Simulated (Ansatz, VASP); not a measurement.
## La3N2 in VASP and in Ansatz

```
CELL_PARAMETERS angstrom
4.87514 0.00000 0.00000
0.00000 4.87514 0.00000
0.00000 0.00000 4.87514
ATOMIC_POSITIONS crystal
La 0.50000 0.00000 0.00000
La 0.00000 0.50000 0.00000
La 0.00000 0.00000 0.50000
N 0.50000 0.50000 0.50000
N 0.00000 0.00000 0.00000
```

Alike in both runs: functional PBE; k mesh 8 × 8 × 8; occupations gaussian, width 0.1 eV; no spin polarisation.

Ansatz relaxed the structure, and its values are those at the end. VASP's run is a single point on that final structure, the one shown.

|  | VASP | Ansatz |
| --- | --- | --- |
| version | VASP 6.6.1 | Ansatz 0.2.0 |
| potentials or method | VASP PAW PBE potentials, release 64 (La, N), cutoff 520 eV | scalar-relativistic, plane waves, PAW |
| valence electrons in the cell | 43 | 43 |

```csv
,VASP,Ansatz,Ansatz less VASP
gap on the k mesh at the Fermi level (eV),none,none,-
pressure (GPa),-0.1,0.0,+0.10
```

A gap of «none» marks a metal or a gap that the smearing closes. The functional is the same, so the differences come from potentials, cutoffs and numerics.

Neither program's run includes spin-orbit coupling.
